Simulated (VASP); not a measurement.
# Si7O16 (a cell with a defect) in VASP: notebook, part 4 of 4

VASP 6.6.1.

**5. Single point, PBE+D3(BJ)**

File INCAR:

```
PREC     = Accurate       # precision mode
ENCUT    = 520            # plane-wave cutoff, eV
EDIFF    = 1E-7           # SCF threshold, eV
ISMEAR   = -1             # smearing method
SIGMA    = 0.05           # smearing width, eV
LREAL    = Auto         
LASPH    = T              # aspherical terms in the spheres
NELM     = 60             # most SCF steps
ALGO     = Normal         # electronic algorithm
ISIF     = 2              # what is computed and relaxed
LWAVE    = F              # write WAVECAR
LCHARG   = T              # write CHGCAR
GGA      = PE             # functional
IVDW     = 12             # dispersion correction
LELF     = T              # ELF
LVHAR    = T            
NBANDS   = 79             # bands
```

File KPOINTS:

```
Automatic mesh
0
Gamma
  2 2 3
```

File POSCAR:

```
Si7O16
1.0
   -4.1560000000     -4.1560000000      0.0000000000
    4.1560000000     -4.1560000000      0.0000000000
    0.0000000000      0.0000000000      5.3202000000
Si O
7 16
Direct
    0.4637735804      0.5000659288      0.4273469043
   -0.0239255294      0.5001538739      0.2504285553
   -0.0028414341      0.5001455727      0.7555321229
    0.0062826035      0.0001240375      0.0030378557
    0.5102477141      0.0001286092      0.2487316266
    0.0054967517      0.0001675890      0.5046402391
    0.5061896054      0.0001092397      0.7544800947
    0.1820551011      0.5002074110      0.0117892185
   -0.0001928537      0.1938504572      0.2545977595
    0.8035589509      0.5001525505     -0.0067050111
   -0.0002678056      0.8064441771      0.2546447502
    0.1848280799      0.5001618142      0.4936282471
    0.0099522377      0.1952818816      0.7524115635
    0.7988668191      0.5000703802      0.5057815496
    0.0098802936      0.8050097449      0.7523657005
    0.7053974976      0.0001234360     -0.0037071915
    0.5142512031      0.7144432146      0.2430337205
    0.3088416747      0.0000168431      0.0026510282
    0.5140926372      0.2858212223      0.2427826022
    0.7054179500      0.0002319538      0.5070722905
    0.4966223532      0.7043386670      0.7269561295
    0.3076364293      0.0001191049      0.5001719860
    0.4964814726      0.2958768046      0.7269239878
```

Potentials or basis: VASP PAW PBE potentials, release 64 (Si, O).

Launch:

```console
$ cat potpaw_PBE.64/Si/POTCAR potpaw_PBE.64/O/POTCAR > POTCAR
$ mpirun -np 1 vasp_std > vasp.out
```

OUTCAR:

```text
PREC = Accurate
   ENCUT = 520
   EDIFF = 1E-7
   ISMEAR = -1
   LREAL = Auto
   LASPH = T
   NELM = 60
   ISIF = 2
   GGA = PE
   IVDW = 12
 IVDW          = 12

 ion  position               nearest neighbor table
   1  0.464  0.500  0.427-  17 1.62  19 1.62  12 1.68  23 2.00  21 2.00  14 2.01   2 3.02   5 3.10
                             5 3.10
   2  0.976  0.500  0.250-  10 1.70  14 1.71   8 1.75  12 1.78  11 1.81   9 1.81   3 2.64   3 2.69
                             1 3.02
   3  0.997  0.500  0.756-  10 1.70   8 1.74  14 1.77  12 1.78  15 1.79  13 1.79   2 2.64   2 2.69
[... 11 lines left out ...]
  10  0.804  0.500  0.993-   3 1.70   2 1.70
  11  1.000  0.806  0.255-   6 1.75   4 1.76   2 1.81
  12  0.185  0.500  0.494-   1 1.68   3 1.78   2 1.78
  13  0.010  0.195  0.752-   6 1.75   4 1.76   3 1.79
  14  0.799  0.500  0.506-   2 1.71   3 1.77   1 2.01
  15  0.010  0.805  0.752-   6 1.75   4 1.76   3 1.79
  16  0.705  0.000  0.996-   7 1.74   5 1.77   4 1.77
  17  0.514  0.714  0.243-   1 1.62   5 1.68
  18  0.309  0.000  0.003-   7 1.76   5 1.77   4 1.78
  19  0.514  0.286  0.243-   1 1.62   5 1.68
  20  0.705  0.000  0.507-   7 1.76   6 1.76   5 1.79
  21  0.497  0.704  0.727-   7 1.75   1 2.00
  22  0.308  0.000  0.500-   6 1.78   7 1.79   5 1.79
  23  0.496  0.296  0.727-   7 1.75   1 2.00

  LATTYP: Found a simple tetragonal cell.
 ALAT       =     5.8774715652
 C/A-ratio  =     0.9051851533

  Lattice vectors:

 A1 = (  -4.1560000000,  -4.1560000000,   0.0000000000)
 A2 = (   4.1560000000,  -4.1560000000,   0.0000000000)
 A3 = (   0.0000000000,   0.0000000000,   5.3202000000)

Analysis of symmetry for initial positions (statically):
=====================================================================
 Subroutine PRICEL returns:
 Original cell was already a primitive cell.

 Routine SETGRP: Setting up the symmetry group for a
 simple tetragonal supercell.

 Subroutine GETGRP returns: Found  1 space group operations
 (whereof  1 operations were pure point group operations)
 out of a pool of 16 trial point group operations.

The static configuration has the point symmetry C_1 .

Analysis of symmetry for dynamics (positions and initial velocities):
=====================================================================
 Subroutine PRICEL returns:
 Original cell was already a primitive cell.

 Routine SETGRP: Setting up the symmetry group for a
 simple tetragonal supercell.

 Subroutine GETGRP returns: Found  1 space group operations
 (whereof  1 operations were pure point group operations)
 out of a pool of 16 trial point group operations.

The dynamic configuration has the point symmetry C_1 .

 Subroutine INISYM returns: Found  1 space group operations
 (whereof  1 operations are pure point group operations),
 and found     1 'primitive' translations

----------------------------------------------------------------------------------------

                                     Primitive cell

  volume of cell :     183.7846

  direct lattice vectors                    reciprocal lattice vectors
[... 85 lines left out ...]
            Coordinates               Weight
  0.000000  0.000000  0.000000      1.000000
  0.500000  0.000000  0.000000      1.000000
  0.000000  0.500000  0.000000      1.000000
  0.500000  0.500000  0.000000      1.000000
  0.000000  0.000000  0.333333      2.000000
  0.500000  0.000000  0.333333      2.000000
  0.000000  0.500000  0.333333      2.000000
  0.500000  0.500000  0.333333      2.000000
   k-points           NKPTS =      8   k-points in BZ     NKDIM =      8   number of bands    NBANDS=     79
   number of dos      NEDOS =    301   number of ions     NIONS =     23
   total plane-waves  NPLWV =  92160
   dimension x,y,z NGX =    48 NGY =   48 NGZ =   40
   dimension x,y,z NGXF=    96 NGYF=   96 NGZF=   80
   ions per type =               7  16
   NGX,Y,Z   is equivalent  to a cutoff of  13.58, 13.58, 12.50 a.u.
   NGXF,Y,Z  is equivalent  to a cutoff of  27.15, 27.15, 25.00 a.u.
 SYSTEM =  unknown system
   PREC   = accura    normal or accurate (medium, high low for compatibility)
   ISTART =      0    job   : 0-new  1-cont  2-samecut
   ICHARG =      2    charge: 1-file 2-atom 10-const
   ISPIN  =      1    spin polarized calculation?
   LNONCOLLINEAR =      F non collinear calculations
   LSORBIT =      F    spin-orbit coupling
   LASPH  =      T    aspherical Exc in radial PAW
   ENCUT  =  520.0 eV  38.22 Ry    6.18 a.u.  10.93 10.93  9.89*2*pi/ulx,y,z
   NELM   =     60;   NELMIN=  2; NELMDL= -5     # of ELM steps
   EDIFF  = 0.1E-06   stopping-criterion for ELM
   LREAL  =      T    real-space projection
   EDIFFG = 0.1E-05   stopping-criterion for IOM
   NSW    =      0    number of steps for IOM
   IBRION =     -1    ionic relax: 0-MD 1-quasi-New 2-CG
   NFREE  =      0    steps in history (QN), initial steepest desc. (CG)
   ISIF   =      2    stress and relaxation
   ISYM   =      2    0-nonsym 1-usesym 2-fastsym
   POTIM  = 0.5000    time-step for ionic-motion
   TEBEG  =    0.0;   TEEND  =   0.0 temperature during run
   PSTRESS=    0.0 pullay stress
   NELECT =     124.0000    total number of electrons
   NUPDOWN=      -1.0000    fix difference up-down
   EMIN   =  10.00;   EMAX   =-10.00  energy-range for DOS
   EFERMI =   0.00;   METHOD = LEGACY
   ISMEAR =    -1;   SIGMA  =   0.05  broadening in eV -4-tet -1-fermi 0-gaus
   EFERMI_NEDOS =   21; number of points for ismear=-14 and -15
   IALGO  =     38    algorithm
   IMIX   =      4    mixing-type and parameters
     AMIX     =   0.40;   BMIX     =  1.00
     AMIX_MAG =   1.60;   BMIX_MAG =  1.00
  volume/ion in A,a.u.               =       7.99        53.92
  Fermi-wavevector in a.u.,A,eV,Ry     =   1.435861  2.713384 28.051086  2.061697
  Thomas-Fermi vector in A             =   2.555113
   LORBIT       =      0    0 simple, 1 ext, 2 COOP (PROOUT), +10 PAW based schemes
   GGA     = PE    functional components
   LHFCALC =     F    Hartree Fock is set to
   AEXX    =    0.0000 exact exchange contribution
   IVDW    =    12    specifies the selected vdW correction
   LEPSILON=     F    determine dielectric tensor
   LRPA    =     F    only Hartree local field effects (RPA)
 non-spin polarized calculation
  energy-cutoff  :      520.00
  volume of cell :      183.78
 maximum number of plane-waves:      4996
 NGX is ok and might be reduce to    48
   NGX = 21   NGY = 21   NGZ = 19

 number of electron     124.0000002 magnetization

 Free energy of the ion-electron system (eV)
  ---------------------------------------------------
  ext. energy  EPLUGINS =         0.00000000
  ---------------------------------------------------
  free energy    TOTEN  =      -164.07124390 eV

  energy without entropy =     -163.97058789  energy(sigma->0) =     -164.02091590

 E-fermi :   6.5781     XC(G=0): -12.0431

 val. band max:        6.5647970320   @ k =   0.0000   0.5000   0.3333
 cond. band min:       6.5953114174   @ k =   0.5000   0.5000   0.0000
 fundamental gap:      0.0305143854
 Fermi energy:         6.5781449963

 k-point     1 :       0.0000    0.0000    0.0000
  band No.  band energies     occupation
      1     -15.5262      2.00000
      2     -13.8865      2.00000
      3     -13.2541      2.00000
      4     -12.9966      2.00000
      5     -12.8540      2.00000
      6     -12.4958      2.00000
[... 605 lines left out ...]
     73      17.5662      0.00000
     74      17.6190      0.00000
 [bands above 74 left out]

------------------------ aborting loop because EDIFF is reached ----------------------------------------

 Edisp (eV)   -4.98453

 E8    (eV) :    -1.6837

  FORCE on cell =-STRESS in cart. coord.  units (eV):
  Direction    XX          YY          ZZ          XY          YZ          ZX
  --------------------------------------------------------------------------------------
  -------------------------------------------------------------------------------------
  Total      14.92546    14.91580    12.85092    -0.45100     1.24060     1.24926
  in kB     130.11554   130.03137   112.03034    -3.93164    10.81513    10.89066
  external pressure =      124.06 kB  Pullay stress =        0.00 kB

 VOLUME and BASIS-vectors are now :
 -----------------------------------------------------------------------------
  energy-cutoff  :      520.00
  volume of cell :      183.78
      direct lattice vectors                 reciprocal lattice vectors
    -4.156000000 -4.156000000  0.000000000    -0.120307988 -0.120307988  0.000000000
     4.156000000 -4.156000000  0.000000000     0.120307988 -0.120307988  0.000000000
     0.000000000  0.000000000  5.320200000     0.000000000  0.000000000  0.187962859

 POSITION                                       TOTAL-FORCE (eV/Angst)
 -----------------------------------------------------------------------------------
      0.15083     -4.00572      2.27357        -1.782185     -1.782170      4.235732
     -1.97793     -6.13520      1.33233        -0.483688     -0.483132     -0.004964
     -2.06559     -6.22280      4.01958        -0.001945     -0.001007     -0.349780
     -0.02560     -0.02663      0.01616         0.023318      0.023384     -0.057651
     -2.12005     -2.12112      1.32330         0.083252      0.083246     -0.170349
     -0.02215     -0.02354      2.68479         0.026361      0.026072     -0.101037
[... 15 lines left out ...]
     -1.27804     -1.27903      2.66101         0.047277      0.048720     -0.041670
     -0.83371     -3.29304      3.86738         0.374860     -0.109216     -0.680941
 -----------------------------------------------------------------------------------
    total drift:                                0.025641      0.022949      0.008613

  FREE ENERGIE OF THE ION-ELECTRON SYSTEM (eV)
  ---------------------------------------------------
  free  energy   TOTEN  =      -169.0557752528 eV

  energy  without entropy=     -168.9551192449  energy(sigma->0) =     -169.00544725
```

It took 4.1 min on 1 thread of Intel Xeon Platinum 8488C (Sapphire Rapids), shared host; peak memory 0.31 GiB.

What came out:

| Property | Result |
| --- | --- |
| Free energy | -169.0558 eV |
| Pressure | 12.4 GPa |
| Largest force | 4.929 eV/Å |
| Band gap on the k mesh | zero (bands 62 and 63 overlap by 0.24 eV) |
| Dispersion energy per atom | -0.217 eV |

Forces on the atoms (eV/Å):
```
Si  -1.782 -1.782  4.236
Si  -0.484 -0.483 -0.005
Si  -0.002 -0.001 -0.350
Si   0.023  0.023 -0.058
Si   0.083  0.083 -0.170
Si   0.026  0.026 -0.101
Si   0.096  0.097 -0.097
O    0.251  0.252 -0.711
O    0.009  0.001 -0.081
O   -0.058 -0.057  0.096
O   -0.001  0.010 -0.082
O    0.029  0.028 -0.204
O    0.113  0.131 -0.128
O    0.172  0.171 -0.415
O    0.131  0.114 -0.128
O    0.124  0.122 -0.092
O    0.174  0.690 -0.007
O    0.029  0.026 -0.164
O    0.689  0.171 -0.001
O    0.061  0.063 -0.135
O   -0.107  0.377 -0.680
O    0.047  0.049 -0.042
O    0.375 -0.109 -0.681
```

Caveat: the k points lie up to 0.53 Å⁻¹ apart.

**6. The runs side by side**

```csv
cell,gap on the mesh (eV),pressure (GPa),largest force (eV/Å)
"as given, atomic positions A",none,12.8,5.14
"as given, atomic positions B",none,18.2,0.11
"as given, atomic positions C",none,18.1,1.39
"as given, atomic positions D",none,12.4,4.93
```

Alike in all rows: task single point; level PBE+D3(BJ); potentials or basis VASP PAW PBE potentials, release 64 (Si, O); no spin polarisation; k mesh 2 × 2 × 3; cutoff (eV) 520; smearing fermi-dirac 0.05 eV.

Caveats: all runs use coarse meshes.

Absolute energies hang on the potentials; compare differences alone.

The gap in the log of VASP goes by the Fermi energy; the results here count the filled bands.